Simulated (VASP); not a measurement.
A run of VASP 6.6.1:

The input INCAR:

```
SYSTEM = Cu
PREC = Accurate
ENCUT = 520
EDIFF = 1E-7
ISMEAR = -1
SIGMA = 0.06
LREAL = .False.
LASPH = .True.
NELM = 60
ALGO = Normal
ISIF = 2
LWAVE = .False.
LCHARG = .False.
GGA = PS
NBANDS = 12
```

The input KPOINTS:

```
Automatic mesh
0
Gamma
  12 12 12
  0 0 0
```

File POSCAR:

```
Cu
1.0
    0.0000000000      1.8084895000      1.8084895000
    1.8084895000      0.0000000000      1.8084895000
    1.8084895000      1.8084895000      0.0000000000
Cu
1
Direct
    0.0000000000      0.0000000000      0.0000000000
```

Potentials or basis: VASP PAW PBE potentials, release 64 (Cu).

Run with:

```console
$ cat potpaw_PBE.64/Cu/POTCAR > POTCAR
$ mpirun -np 1 vasp_std > vasp.out
```

Hardware: 1 thread of Intel(R) Xeon(R) 6975P-C (Granite Rapids), with other jobs on the host.

**Question.** Estimate the wall time of this run.

**Answer.** Wall time 5.3 s on 1 thread of Intel(R) Xeon(R) 6975P-C (Granite Rapids), on a shared host, peak memory 0.13 GiB. Counts: scf iterations 12, k points 72.
